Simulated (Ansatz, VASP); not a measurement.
## Two plane-wave programs on MgO

```
CELL_PARAMETERS angstrom
0.00000 2.12684 2.12684
2.12684 0.00000 2.12684
2.12684 2.12684 0.00000
ATOMIC_POSITIONS crystal
Mg 0.00000 0.00000 0.00000
O 0.50000 0.50000 0.50000
```

Alike in both runs: functional PBE; k mesh 10 × 10 × 10; occupations gaussian, width 0.02 eV; no spin polarisation.

Ansatz relaxed the structure, and its values are those at the end. VASP's run is a single point on that final structure, the one shown.

|  | VASP | Ansatz |
| --- | --- | --- |
| version | VASP 6.6.1 | Ansatz 0.2.0 |
| potentials or method | VASP PAW PBE potentials, release 64 (Mg, O), cutoff 600 eV | scalar-relativistic, plane waves, PAW |
| valence electrons in the cell | 8 | 16 |

```tsv
	VASP	Ansatz	Ansatz less VASP
gap on the k mesh at the Fermi level (eV)	4.45	4.46	+0.016
least direct gap on the mesh (eV)	4.45	4.46	+0.016
pressure (GPa)	-1.0	0.0	+1.03
```

VASP's potentials hold 8 valence electrons a cell and Ansatz's 16, so a difference there can come from the potentials and not from the codes.
